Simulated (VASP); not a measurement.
NaCl:

```
Cl Na
1.0
     3.54828    0.00000    0.00000
     0.00000    3.54828    0.00000
     0.00000    0.00000    3.54828
Cl Na
1 1
Cartesian
  1.7741 1.7741 1.7741
  0.0000 0.0000 0.0000
```

Base run:

```yaml
Program: VASP 6.6.1
Functional: PBE
Potentials_or_basis: VASP PAW PBE potentials, release 64 (Cl, Na_pv)
Cutoff: 520 eV
k_mesh: 8 × 8 × 8
Occupations: fermi-dirac, width 0.05 eV
Spin: no spin polarisation
```

Its results: band gap on the k mesh 3.85 eV, indirect (least direct gap 4.31 eV); pressure -0.9 GPa.

Problem. After a change of settings the same cell gave: band gap on the k mesh 3.72 eV, indirect (least direct gap 4.19 eV); pressure -2.0 GPa. Which change was it?
A. functional from PBE to PBEsol
B. further incar settings from ALGO = Normal; EDIFF = 1e-06; NBANDS = 14 to ALGO = Normal; EDIFF = 1e-07; NBANDS = 14
C. functional from PBE to r2SCAN

Solution. A.

PBEsol binds more tightly than PBE, so the same cell stands under less pressure.

Caveats: the PAW data sets were made with another functional, which shifts forces and pressure a little (some runs).
